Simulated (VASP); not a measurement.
# InSe (P-6m2) in VASP: a series of runs, part 2 of 2

VASP 6.6.1. The steps go on from the part before.

### Step 4. Relaxation of cell and atoms, BLYP+D4

This run uses another cell than the first one, of 32.01 Å³/atom.

Input file INCAR:

```
SYSTEM = InSe
AGGAC = 1.0 ; AGGAX = 1.0
ALDAC = 0.0 ; ALDAX = 1.0
ALGO = Normal ; EDIFF = 1E-6
EDIFFG = -0.01 ; ENCUT = 600
GGA = B5 ; IBRION = 2
ISIF = 3 ; ISMEAR = -1
IVDW = 13 ; LASPH = .TRUE.
LCHARG = .FALSE. ; LREAL = .FALSE.
LWAVE = .FALSE. ; NELM = 100
NSW = 60 ; PREC = Accurate
SIGMA = 0.05 ; VDW_A1 = 0.44488865
VDW_A2 = 4.0933009 ; VDW_S6 = 1.0
VDW_S8 = 2.34076671
```

Input file KPOINTS:

```
k-points
0
G
  8 8 2
  0 0 0
```

Input file POSCAR:

```
InSe
1.0
    4.0473293151      0.0000000000      0.0000000000
   -2.0236646576      3.5050900044      0.0000000000
    0.0000000000      0.0000000000     18.0520649100
In Se
4 4
Direct
    0.3333333333      0.6666666667      0.0773904900
    0.3333333333      0.6666666667      0.9226095100
    0.0000000000      0.0000000000      0.4226063200
    0.0000000000      0.0000000000      0.5773936800
    0.3333333333      0.6666666667      0.3529842800
    0.3333333333      0.6666666667      0.6470157200
    0.6666666667      0.3333333333      0.1469999300
    0.6666666667      0.3333333333      0.8530000700
```

The run is started by

```sh
> cat potpaw_PBE.64/In_d/POTCAR potpaw_PBE.64/Se/POTCAR > POTCAR
> mpirun -np 1 vasp_std > vasp.out
```

It took 56 min on 1 thread of AMD EPYC 9R45 (Zen 5), shared host; peak memory 0.52 GiB.

Results (log left out):

- Free energy: -28.6982 eV
- Relaxed volume: 29.79 Å³/atom
- Relaxed cell: a = 4.098 Å, b = 4.098 Å, c = 16.386 Å, α = 90.00°, β = 90.00°, γ = 120.00°
- Space group after relaxing (to 0.1 Å): P-6m2 (No. 187)
- Energy gained by relaxing: 37.8 meV/atom
- Ionic steps: 20
- Pressure after relaxing: 0.0 GPa
- Largest force after relaxing: 0.003 eV/Å
- Band gap on the k mesh: 0.02 eV
- Dispersion energy per atom: -0.599 eV

Forces in eV/Å, atoms in the order of the input:
```
In   0.000  0.000 -0.003
In   0.000  0.000  0.003
In   0.000  0.000  0.001
In   0.000  0.000 -0.001
Se   0.000  0.000  0.001
Se   0.000  0.000 -0.001
Se   0.000  0.000  0.003
Se   0.000  0.000 -0.003
```

Step by step:
```
step  energy change (eV)  largest force (eV/Å)  pressure (GPa)  volume (Å³)
   1              0.0000                0.4877            1.01       256.09
   2             -0.0369                0.3004           -0.76       263.64
   3             -0.0429                0.1755           -0.31       261.54
   4             -0.0584                0.1789           -0.30       260.32
   5             -0.1043                0.1930           -0.23       256.68
   6             -0.1887                0.2505           -0.01       249.39
   7             -0.2596                0.3829            0.98       234.77
   8             -0.2689                0.3305            0.85       234.67
   9             -0.2850                0.1855            0.61       234.35
  10             -0.2865                0.1280            0.51       234.21
  11             -0.2911                0.1095            0.40       234.97
  12             -0.2998                0.0533            0.10       237.25
  13             -0.2965                0.0586           -0.42       241.83
  14             -0.3016                0.0123           -0.10       239.00
  15             -0.3016                0.0142           -0.09       238.90
  16             -0.3018                0.0072           -0.05       238.68
  17             -0.3019                0.0233            0.02       238.41
  18             -0.3019                0.0187            0.01       238.48
  19             -0.3020                0.0144            0.00       238.45
  20             -0.3021                0.0033            0.00       238.35
```

Final structure:
```
In Se
1.0
     4.09827    0.00000    0.00000
    -2.04914    3.54921    0.00000
     0.00000    0.00000   16.38636
In Se
4 4
Direct
  0.33333 0.66667 0.08569
  0.33333 0.66667 0.91431
  0.00000 0.00000 0.41431
  0.00000 0.00000 0.58569
  0.33333 0.66667 0.33678
  0.33333 0.66667 0.66322
  0.66667 0.33333 0.16345
  0.66667 0.33333 0.83655
```

Levels at points of the mesh, in eV from the valence-band top:
| k point | band 35 | band 36 | band 37 | band 38 | band 39 | band 40 | band 41 | band 42 |
| --- | --- | --- | --- | --- | --- | --- | --- | --- |
| (0.00, 0.00, 0.00) | -1.34 | -1.26 | -1.26 | 0.00 | 0.02 | 1.53 | 1.86 | 1.95 |
| (0.50, 0.00, 0.00) | -2.21 | -2.04 | -1.85 | -1.56 | 1.04 | 1.30 | 1.57 | 1.79 |
| (0.00, 0.00, 0.50) | -1.29 | -1.29 | -1.06 | -1.00 | 0.93 | 1.06 | 1.91 | 1.96 |
| (0.50, 0.00, 0.50) | -2.12 | -2.12 | -1.67 | -1.50 | 1.00 | 1.09 | 1.62 | 1.99 |

Caveat: the smearing spreads over this small gap; semilocal functionals underestimate gaps, and a narrow one can read as zero; the PAW data sets were made with another functional, which shifts forces and pressure a little; spin-orbit coupling is left out, which moves the levels of the heavy elements.

### Step 5. Single point, PBE+D3(BJ)

This run uses another cell than the first one, of 29.31 Å³/atom.

Input file INCAR:

```
PREC = Accurate
ENCUT = 520
EDIFF = 1E-7
ISMEAR = -1
SIGMA = 0.05
LREAL = F
LASPH = T
NELM = 80
ALGO = Normal
ISIF = 2
LWAVE = F
LCHARG = F
GGA = PE
IVDW = 12
NBANDS = 48
```

Input file KPOINTS:

```
Automatic mesh
0
Gamma
  8 8 2
```

Input file POSCAR:

```
InSe
1.0
    4.0362282174      0.0000000000      0.0000000000
   -2.0181141087      3.4954761718      0.0000000000
    0.0000000000      0.0000000000     16.6197641750
In Se
4 4
Direct
    0.3333333333      0.6666666667      0.0840309077
    0.3333333333      0.6666666667      0.9159690923
    0.0000000000      0.0000000000      0.4159630076
    0.0000000000      0.0000000000      0.5840369924
    0.3333333333      0.6666666667      0.3387452148
    0.3333333333      0.6666666667      0.6612547852
    0.6666666667      0.3333333333      0.1613362999
    0.6666666667      0.3333333333      0.8386637001
```

Potentials or basis: VASP PAW PBE potentials, release 64 (In_d, Se).

The run is started by

```sh
> cat potpaw_PBE.64/In_d/POTCAR potpaw_PBE.64/Se/POTCAR > POTCAR
> mpirun -np 1 vasp_std > vasp.out
```

OUTCAR:

```text
PREC = Accurate
   ENCUT = 520
   EDIFF = 1E-7
   ISMEAR = -1
   LREAL = F
   LASPH = T
   NELM = 80
   ISIF = 2
   GGA = PE
   IVDW = 12
 IVDW          = 12

 ion  position               nearest neighbor table
   1  0.333  0.667  0.084-   7 2.66   7 2.66   7 2.66   2 2.79
   2  0.333  0.667  0.916-   8 2.66   8 2.66   8 2.66   1 2.79
   3  0.000  0.000  0.416-   5 2.66   5 2.66   5 2.66   4 2.79
   4  0.000  0.000  0.584-   6 2.66   6 2.66   6 2.66   3 2.79
   5  0.333  0.667  0.339-   3 2.66   3 2.66   3 2.66
   6  0.333  0.667  0.661-   4 2.66   4 2.66   4 2.66
   7  0.667  0.333  0.161-   1 2.66   1 2.66   1 2.66
   8  0.667  0.333  0.839-   2 2.66   2 2.66   2 2.66

  LATTYP: Found a hexagonal cell.
 ALAT       =     4.0362282174
 C/A-ratio  =     4.1176472885

  Lattice vectors:

 A1 = (   4.0362282174,   0.0000000000,   0.0000000000)
 A2 = (  -2.0181141087,   3.4954761718,   0.0000000000)
 A3 = (   0.0000000000,   0.0000000000,  16.6197641750)

[... 182 lines left out ...]

 val. band max:        4.1360116207   @ k =   0.0000   0.0000   0.0000
 cond. band min:       4.4182559220   @ k =   0.0000   0.0000   0.0000
 fundamental gap:      0.2822443013
 Fermi energy:         4.2876617173

 k-point     1 :       0.0000    0.0000    0.0000
  band No.  band energies     occupation
      1     -10.7164      2.00000
      2     -10.7075      2.00000
      3     -10.5306      2.00000
      4     -10.5306      2.00000
      5     -10.5214      2.00000
      6     -10.5214      2.00000
[... 1009 lines left out ...]
     47       9.2699      0.00000
     48       9.3349      0.00000

------------------------ aborting loop because EDIFF is reached ----------------------------------------

 Edisp (eV)   -2.39594

 E8    (eV) :    -1.0988

  FORCE on cell =-STRESS in cart. coord.  units (eV):
  Direction    XX          YY          ZZ          XY          YZ          ZX
  --------------------------------------------------------------------------------------
  -------------------------------------------------------------------------------------
  Total       0.05795     0.05795     0.02574     0.00000     0.00000    -0.00000
  in kB       0.39600     0.39600     0.17590     0.00000     0.00000    -0.00000
  external pressure =        0.32 kB  Pullay stress =        0.00 kB

 VOLUME and BASIS-vectors are now :
 -----------------------------------------------------------------------------
  energy-cutoff  :      520.00
  volume of cell :      234.48
      direct lattice vectors                 reciprocal lattice vectors
     4.036228217  0.000000000  0.000000000     0.247756060  0.143042028  0.000000000
    -2.018114109  3.495476172  0.000000000     0.000000000  0.286084056  0.000000000
     0.000000000  0.000000000 16.619764175     0.000000000  0.000000000  0.060169325

 POSITION                                       TOTAL-FORCE (eV/Angst)
 -----------------------------------------------------------------------------------
     -0.00000      2.33032      1.39657        -0.000000      0.000000     -0.012263
     -0.00000      2.33032     15.22319         0.000000     -0.000000      0.012263
      0.00000      0.00000      6.91321        -0.000000     -0.000000      0.012484
      0.00000      0.00000      9.70656         0.000000     -0.000000     -0.012484
     -0.00000      2.33032      5.62987        -0.000000     -0.000000     -0.012670
     -0.00000      2.33032     10.98990         0.000000     -0.000000      0.012670
      2.01811      1.16516      2.68137         0.000000      0.000000      0.013922
      2.01811      1.16516     13.93839         0.000000      0.000000     -0.013922
 -----------------------------------------------------------------------------------
    total drift:                               -0.000000      0.000000     -0.000000

  FREE ENERGIE OF THE ION-ELECTRON SYSTEM (eV)
  ---------------------------------------------------
  free  energy   TOTEN  =       -30.7068335522 eV

  energy  without entropy=      -30.7063773705  energy(sigma->0) =      -30.70660546
```

stdout:

```text
POSCAR found type information on POSCAR InSe
 POSCAR found :  2 types and       8 ions
 scaLAPACK will be used
 LDA part: xc-table for (Slater+PW92), standard interpolation
 POSCAR, INCAR and KPOINTS ok, starting setup
 FFT: planning ... GRIDC
 FFT: planning ... GRID_SOFT
 FFT: planning ... GRID
 WAVECAR not read
 entering main loop
```

Run time: 6.3 min. Hardware: 1 thread of AMD EPYC 7R13, shared host; peak memory 0.4 GiB.

What came out:

* Free energy: -30.7068 eV
* Pressure: 0.0 GPa
* Largest force: 0.014 eV/Å
* Band gap on the k mesh: 0.28 eV
* Dispersion energy per atom: -0.299 eV

Forces in eV/Å, atoms in the order of the input:
```
In   0.000  0.000 -0.012
In   0.000  0.000  0.012
In   0.000  0.000  0.012
In   0.000  0.000 -0.012
Se   0.000  0.000 -0.013
Se   0.000  0.000  0.013
Se   0.000  0.000  0.014
Se   0.000  0.000 -0.014
```

Caveat: semilocal functionals underestimate gaps, and a narrow one can read as zero; spin-orbit coupling is left out, which moves the levels of the heavy elements.

### Step 6. Summary

| task | level | cell | cutoff (eV) | smearing | gap on the mesh (eV) | pressure (GPa) | largest force (eV/Å) |
| --- | --- | --- | --- | --- | --- | --- | --- |
| single point | BLYP+D4 | a = 4.097, b = 4.097, c = 16.355 Å, angles 90.0, 90.0, 120.0°, 8 atoms, atomic positions A | 520 | fermi-dirac 0.05 eV | 0.02 | 0.1 | 0.02 |
| single point | PBE | a = 4.047, b = 4.047, c = 18.052 Å, angles 90.0, 90.0, 120.0°, 8 atoms, atomic positions B | 520 | gaussian 0.015 eV | 0.72 | 1.5 | 0.25 |
| relaxation of cell and atoms | BLYP+D4 | relaxed from a = 4.047, b = 4.047, c = 18.052 Å, angles 90.0, 90.0, 120.0°, 8 atoms, atomic positions B | 600 | fermi-dirac 0.05 eV | 0.02 | 0.0 | - |
| single point | PBE+D3(BJ) | a = 4.036, b = 4.036, c = 16.620 Å, angles 90.0, 90.0, 120.0°, 8 atoms, atomic positions C | 520 | fermi-dirac 0.05 eV | 0.28 | 0.0 | 0.01 |

Alike in all rows: potentials or basis VASP PAW PBE potentials, release 64 (In_d, Se); no spin polarisation; k mesh 8 × 8 × 2.

Caveats: semilocal functionals underestimate gaps, and a narrow one can read as zero; spin-orbit coupling is left out, which moves the levels of the heavy elements; the smearing spreads over this small gap (at least some runs); the PAW data sets were made with another functional, which shifts forces and pressure a little (at least some runs); this functional lacks dispersion, which binds layers or chains, so the pressure and a relaxed spacing across them are unreliable (at least some runs).

Total energies depend on the potentials used, so only differences within one code and one set of settings carry meaning.

The gap in the log of VASP goes by the Fermi energy; the results here count the filled bands.